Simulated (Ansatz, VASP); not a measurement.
InAs: VASP beside Ansatz

```
In As
1.0
     0.00000    3.01800    3.01800
     3.01800    0.00000    3.01800
     3.01800    3.01800    0.00000
In As
1 1
Direct
  0.00000 0.00000 0.00000
  0.75000 0.75000 0.75000
```

Alike in both runs: task single point; functional PBE; k mesh 4 × 4 × 4; occupations fermi-dirac, width 0.03 eV; no spin polarisation.

|  | VASP | Ansatz |
| --- | --- | --- |
| version | VASP 6.6.1 | Ansatz 0.2.0 |
| potentials or method | VASP PAW PBE potentials, release 64 (In_d, As), cutoff 520 eV | all-electron LAPW, scalar-relativistic |

|  | VASP | Ansatz | Ansatz less VASP |
| --- | --- | --- | --- |
| gap on the k mesh at the Fermi level (eV) | none | none | - |
| pressure (GPa) | 4.9 | 4.9 | -0.06 |

A gap of «none» marks a metal or a gap that the smearing closes. Ansatz ran all-electron here, and VASP with PAW potentials.

The k mesh is coarse, so the values compare programs but aren't converged. Noted on Ansatz's run: the k mesh is thin for a metal, which can move the energy by tens of meV per atom.
